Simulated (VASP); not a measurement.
# MgO in VASP: a series of runs

MgO is run at these levels: PBE; tasks: single point, relaxation of cell and atoms.

Program: VASP 6.6.1. These are calculated values, not measurements. Logs are shortened: lines on timing, memory, paths and dates and some standing lists are left out, and cuts for length are marked.

## Step 1: The cell of the first run

The typed cell holds 2 atoms: a = 2.828 Å, b = 2.828 Å, c = 4.473 Å, α = 90.00°, β = 90.00°, γ = 89.95°.

## Step 2: Single point, PBE

Contents of INCAR:

```
  ALGO = Normal
  EDIFF = 1E-6
  ENCUT = 520
  GGA = PE
  ISIF = 2
  ISMEAR = 0
  LASPH = True
  LCHARG = True
  LELF = True
  LREAL = False
  LVHAR = True
  LWAVE = False
  NBANDS = 11
  NELM = 60
  PREC = Accurate
  SIGMA = 0.1
```

Contents of KPOINTS:

```
k-points
0
Gamma
  8 8 4
```

Contents of POSCAR:

```
MgO
1.0
    2.0008639047     -1.9990393435      0.0000000000
    2.0008639047      1.9990393435      0.0000000000
    0.0000000000      0.0000000000      4.4728536577
Mg O
1 1
Direct
    0.5000000000      0.5000000000      0.0000000000
    0.0000000000      0.0000000000      0.0000000000
```

Potentials or basis: VASP PAW PBE potentials, release 64 (Mg, O).

Started as:

```bash
$ cat potpaw_PBE.64/Mg/POTCAR potpaw_PBE.64/O/POTCAR > POTCAR
$ mpirun -np 1 vasp_std > vasp.out
```

OUTCAR:

```text
EDIFF = 1E-6
   ENCUT = 520
   GGA = PE
   ISIF = 2
   ISMEAR = 0
   LASPH = True
   LREAL = False
   NELM = 60
   PREC = Accurate

 ion  position               nearest neighbor table
   1  0.500  0.500  0.000-   2 2.00   2 2.00   2 2.00   2 2.00
   2  0.000  0.000  0.000-   1 2.00   1 2.00   1 2.00   1 2.00

  LATTYP: Found a base centered orthorhombic cell.
 ALAT       =     3.9980786870
 B/A-ratio  =     1.0009127190
 C/A-ratio  =     1.1187507820

  Lattice vectors:

 A1 = (  -2.0008639047,  -1.9990393435,   0.0000000000)
 A2 = (   2.0008639047,  -1.9990393435,   0.0000000000)
 A3 = (   0.0000000000,   0.0000000000,   4.4728536577)

Analysis of symmetry for initial positions (statically):
=====================================================================
 Subroutine PRICEL returns:
 Original cell was already a primitive cell.

 Routine SETGRP: Setting up the symmetry group for a
 base centered orthorhombic supercell.

 Subroutine GETGRP returns: Found  8 space group operations
 (whereof  8 operations were pure point group operations)
 out of a pool of  8 trial point group operations.

The static configuration has the point symmetry D_2h.

Analysis of symmetry for dynamics (positions and initial velocities):
=====================================================================
 Subroutine PRICEL returns:
 Original cell was already a primitive cell.

 Routine SETGRP: Setting up the symmetry group for a
 base centered orthorhombic supercell.

 Subroutine GETGRP returns: Found  8 space group operations
 (whereof  8 operations were pure point group operations)
 out of a pool of  8 trial point group operations.

The dynamic configuration has the point symmetry D_2h.

 Subroutine INISYM returns: Found  8 space group operations
 (whereof  8 operations are pure point group operations),
 and found     1 'primitive' translations

----------------------------------------------------------------------------------------

                                     Primitive cell

  volume of cell :      35.7811

  direct lattice vectors                    reciprocal lattice vectors
     2.000863905 -1.999039344  0.000000000     0.249892059 -0.250120140  0.000000000
     2.000863905  1.999039344  0.000000000     0.249892059  0.250120140  0.000000000
     0.000000000  0.000000000  4.472853658     0.000000000  0.000000000  0.223570918

  length of vectors
     2.828359005  2.828359005  4.472853658     0.353562053  0.353562053  0.223570918

  position of ions in fractional coordinates (direct lattice)
     0.500000000  0.500000000  0.000000000
     0.000000000  0.000000000  0.000000000

  ion indices of the primitive-cell ions
   primitive index   ion index
                 1           1
                 2           2

----------------------------------------------------------------------------------------

 KPOINTS: k-points

Automatic generation of k-mesh.
 Grid dimensions read from file:
 generate k-points for:    8    8    4

 Generating k-lattice:

  Cartesian coordinates                     Fractional coordinates (reciprocal lattice)
     0.031236507 -0.031265017  0.000000000     0.125000000  0.000000000  0.000000000
     0.031236507  0.031265017  0.000000000     0.000000000  0.125000000  0.000000000
     0.000000000  0.000000000  0.055892730     0.000000000  0.000000000  0.250000000

  Length of vectors
     0.044195257  0.044195257  0.055892730

  Shift w.r.t. Gamma in fractional coordinates (k-lattice)
     0.000000000  0.000000000  0.000000000

 Subroutine IBZKPT returns following result:
 ===========================================

 Found     63 irreducible k-points:

 Following reciprocal coordinates:
            Coordinates               Weight
  0.000000  0.000000  0.000000      1.000000
  0.125000  0.000000  0.000000      4.000000
  0.250000  0.000000  0.000000      4.000000
  0.375000 -0.000000  0.000000      4.000000
  0.500000  0.000000  0.000000      2.000000
  0.125000  0.125000  0.000000      2.000000
[... 16 lines left out ...]
  0.125000  0.000000  0.250000      8.000000
  0.250000  0.000000  0.250000      8.000000
 [... further k-points ...]
   k-points           NKPTS =     63   k-points in BZ     NKDIM =     63   number of bands    NBANDS=     11
   number of dos      NEDOS =    301   number of ions     NIONS =      2
   total plane-waves  NPLWV =  20736
   dimension x,y,z NGX =    24 NGY =   24 NGZ =   36
   dimension x,y,z NGXF=    48 NGYF=   48 NGZF=   72
   ions per type =               1   1
   NGX,Y,Z   is equivalent  to a cutoff of  14.11, 14.11, 13.38 a.u.
   NGXF,Y,Z  is equivalent  to a cutoff of  28.21, 28.21, 26.76 a.u.
 SYSTEM =  unknown system
   PREC   = accura    normal or accurate (medium, high low for compatibility)
   ISTART =      0    job   : 0-new  1-cont  2-samecut
   ICHARG =      2    charge: 1-file 2-atom 10-const
   ISPIN  =      1    spin polarized calculation?
   LNONCOLLINEAR =      F non collinear calculations
   LSORBIT =      F    spin-orbit coupling
   LASPH  =      T    aspherical Exc in radial PAW
   ENCUT  =  520.0 eV  38.22 Ry    6.18 a.u.   5.26  5.26  8.32*2*pi/ulx,y,z
   NELM   =     60;   NELMIN=  2; NELMDL= -5     # of ELM steps
   EDIFF  = 0.1E-05   stopping-criterion for ELM
   LREAL  =      F    real-space projection
   EDIFFG = 0.1E-04   stopping-criterion for IOM
   NSW    =      0    number of steps for IOM
   IBRION =     -1    ionic relax: 0-MD 1-quasi-New 2-CG
   NFREE  =      0    steps in history (QN), initial steepest desc. (CG)
   ISIF   =      2    stress and relaxation
   ISYM   =      2    0-nonsym 1-usesym 2-fastsym
   POTIM  = 0.5000    time-step for ionic-motion
   TEBEG  =    0.0;   TEEND  =   0.0 temperature during run
   PSTRESS=    0.0 pullay stress
   NELECT =       8.0000    total number of electrons
   NUPDOWN=      -1.0000    fix difference up-down
   EMIN   =  10.00;   EMAX   =-10.00  energy-range for DOS
   EFERMI =   0.00;   METHOD = LEGACY
   ISMEAR =     0;   SIGMA  =   0.10  broadening in eV -4-tet -1-fermi 0-gaus
   EFERMI_NEDOS =   21; number of points for ismear=-14 and -15
   IALGO  =     38    algorithm
   IMIX   =      4    mixing-type and parameters
     AMIX     =   0.40;   BMIX     =  1.00
     AMIX_MAG =   1.60;   BMIX_MAG =  1.00
  volume/ion in A,a.u.               =      17.89       120.73
  Fermi-wavevector in a.u.,A,eV,Ry     =   0.993620  1.877669 13.432768  0.987281
  Thomas-Fermi vector in A             =   2.125514
   LORBIT       =      0    0 simple, 1 ext, 2 COOP (PROOUT), +10 PAW based schemes
   GGA     = PE    functional components
   LHFCALC =     F    Hartree Fock is set to
   AEXX    =    0.0000 exact exchange contribution
   IVDW    =     0    specifies the selected vdW correction
   LEPSILON=     F    determine dielectric tensor
   LRPA    =     F    only Hartree local field effects (RPA)
 non-spin polarized calculation
 Gauss-broadening in eV      SIGMA  =   0.10
  energy-cutoff  :      520.00
  volume of cell :       35.78
 maximum number of plane-waves:       993
 NGX is ok and might be reduce to    24
   NGX = 11   NGY = 11   NGZ = 17

 number of electron       8.0000002 magnetization

 Free energy of the ion-electron system (eV)
  ---------------------------------------------------
  ext. energy  EPLUGINS =         0.00000000
  ---------------------------------------------------
  free energy    TOTEN  =       -11.09675553 eV

  energy without entropy =      -11.09675553  energy(sigma->0) =      -11.09675553

 E-fermi :  -0.1678     XC(G=0):  -7.4707

 val. band max:       -0.5708251696   @ k =   0.5000   0.5000   0.0000
 cond. band min:       1.5153816023   @ k =   0.0000   0.0000   0.0000
 fundamental gap:      2.0862067719
 Fermi energy:        -0.1677598140

 k-point     1 :       0.0000    0.0000    0.0000
  band No.  band energies     occupation
      1     -16.9182      2.00000
      2      -2.2018      2.00000
      3      -0.8630      2.00000
      4      -0.8586      2.00000
      5       1.5154      0.00000
      6       9.0960      0.00000
      7      10.2444      0.00000
      8      11.5960      0.00000
      9      19.2508      0.00000
     10      19.2587      0.00000
     11      19.7847      0.00000

 k-point     2 :       0.1250    0.0000    0.0000
  band No.  band energies     occupation
      1     -16.8213      2.00000
      2      -2.0879      2.00000
      3      -1.5851      2.00000
      4      -0.8590      2.00000
      5       2.0092      0.00000
      6       9.0268      0.00000
      7      10.6659      0.00000
      8      11.8348      0.00000
      9      16.8292      0.00000
     10      17.7376      0.00000
     11      19.1580      0.00000

 k-point     3 :       0.2500    0.0000    0.0000
  band No.  band energies     occupation
      1     -16.5753      2.00000
      2      -2.9071      2.00000
      3      -1.7930      2.00000
      4      -0.8546      2.00000
      5       3.0603      0.00000
      6       8.7764      0.00000
      7      11.0701      0.00000
      8      11.6441      0.00000
      9      15.5475      0.00000
     10      15.7946      0.00000
     11      18.8322      0.00000

 k-point     4 :       0.3750   -0.0000    0.0000
  band No.  band energies     occupation
      1     -16.3083      2.00000
      2      -3.9927      2.00000
      3      -1.4630      2.00000
      4      -0.8503      2.00000
      5       4.5303      0.00000
      6       8.3774      0.00000
      7       8.7996      0.00000
      8      12.6848      0.00000
      9      14.3264      0.00000
     10      16.3212      0.00000
     11      18.4302      0.00000
[... 239 lines left out ...]
 k-point    22 :       0.0000    0.0000    0.2500
  band No.  band energies     occupation
      1     -16.9101      2.00000
      2      -2.5914      2.00000
      3      -0.8595      2.00000
      4      -0.8551      2.00000
      5       2.5291      0.00000
      6       7.0574      0.00000
      7      11.6966      0.00000
      8      12.5184      0.00000
      9      18.2438      0.00000
     10      18.2474      0.00000
     11      19.7968      0.00000

 k-point    23 :       0.1250    0.0000    0.2500
  band No.  band energies     occupation
      1     -16.8137      2.00000
      2      -2.4558      2.00000
      3      -1.5377      2.00000
      4      -0.8557      2.00000
      5       2.9235      0.00000
      6       7.2651      0.00000
      7      11.9633      0.00000
      8      12.6062      0.00000
      9      15.8444      0.00000
     10      18.4721      0.00000
     11      18.8825      0.00000

 k-point    24 :       0.2500    0.0000    0.2500
  band No.  band energies     occupation
      1     -16.5688      2.00000
      2      -2.8703      2.00000
      3      -2.0657      2.00000
      4      -0.8519      2.00000
      5       3.7572      0.00000
      6       7.6546      0.00000
      7      11.3310      0.00000
      8      12.3338      0.00000
      9      15.0192      0.00000
     10      17.3810      0.00000
     11      18.8722      0.00000

 [... further k-points ...]
[... 5 lines left out ...]
  --------------------------------------------------------------------------------------
  -------------------------------------------------------------------------------------
  Total       -0.0922242     -0.0597907      0.0469326      0.0000000      0.0000000      0.0000000
  in kB       -4.1295411     -2.6772587      2.1015100      0.0000000      0.0000000      0.0000000
  external PRESSURE =      -1.5684300 kB  Pullay stress =       0.0000000 kB

 VOLUME and BASIS-vectors are now :
 -----------------------------------------------------------------------------
  energy-cutoff  :      520.00
  volume of cell :       35.78
      direct lattice vectors                 reciprocal lattice vectors
     2.000863905 -1.999039344  0.000000000     0.249892059 -0.250120140  0.000000000
     2.000863905  1.999039344  0.000000000     0.249892059  0.250120140  0.000000000
     0.000000000  0.000000000  4.472853658     0.000000000  0.000000000  0.223570918

 POSITION                                       TOTAL-FORCE (eV/Angst)
 -----------------------------------------------------------------------------------
      2.00086      0.00000      0.00000         0.000000     -0.000000      0.000000
      0.00000      0.00000      0.00000        -0.000000      0.000000      0.000000
 -----------------------------------------------------------------------------------
    total drift:                                0.000000      0.000000     -0.000000

  FREE ENERGIE OF THE ION-ELECTRON SYSTEM (eV)
  ---------------------------------------------------
  free  energy   TOTEN  =       -11.0967555271 eV

  energy  without entropy=      -11.0967555271  energy(sigma->0) =      -11.09675553
```

It took 15 s on 1 thread of AMD EPYC 9R45 (Zen 5), shared host; peak memory 0.14 GiB.

Results:

```yaml
Free_energy: -11.0968 eV
Pressure: -0.2 GPa
Band_gap_on_the_k_mesh: 2.09 eV, indirect (least direct gap 2.37 eV)
```

Stress tensor (GPa, compression positive):
```
-0.41  0.00  0.00
 0.00 -0.27  0.00
 0.00  0.00  0.21
```

Levels at points of the mesh, in eV from the valence-band top:
```tsv
k point	band 1	band 2	band 3	band 4	band 5	band 6	band 7	band 8	band 9
(0.00, 0.00, 0.00)	-16.35	-1.63	-0.29	-0.29	2.09	9.67	10.82	12.17	19.82
(0.50, 0.00, 0.00)	-15.62	-3.84	-0.74	-0.28	6.80	7.28	8.73	13.89	14.54
(0.50, 0.50, 0.00)	-15.22	-2.81	-2.81	0.00	7.92	11.83	11.85	12.36	12.37
(0.00, 0.00, 0.50)	-16.33	-2.33	-0.29	-0.28	5.03	5.40	12.38	16.19	16.65
(0.50, 0.00, 0.50)	-15.61	-3.75	-1.02	-0.27	5.50	9.35	10.22	10.36	18.63
(0.50, 0.50, 0.50)	-15.22	-2.78	-2.77	-0.13	9.48	9.81	9.83	9.93	14.46
```

A k mesh can miss the band edges. A hybrid or GW would open this gap; PBE tends to underestimate it.

[end of part 1 of 2]
